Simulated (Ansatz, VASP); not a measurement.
# Si in VASP and in Ansatz

```
Si
1.0
     2.52700    0.00000    0.00000
    -1.26350    2.18845    0.00000
     0.00000    0.00000    2.25435
Si
1
Cartesian
  0.0000 0.0000 0.0000
```

Alike in both runs: task single point; functional LDA; k mesh 16 × 16 × 14; occupations fermi-dirac, width 0.1 eV; no spin polarisation.

```csv
,VASP,Ansatz
version,VASP 6.6.1,Ansatz 0.2.0
potentials or method,"VASP PAW LDA potentials, release 64 (Si), cutoff 520 eV","plane waves, PAW"
valence electrons in the cell,4,4
```

|  | VASP | Ansatz | Ansatz less VASP |
| --- | --- | --- | --- |
| pressure (GPa) | 27.6 | 27.4 | -0.22 |
| traceless stress, the component that is largest in VASP (GPa) | 17.14 | 17.08 | -0.061 |

LDA's correlation is that of Perdew and Zunger in VASP and of Perdew and Wang (1992) in Ansatz.
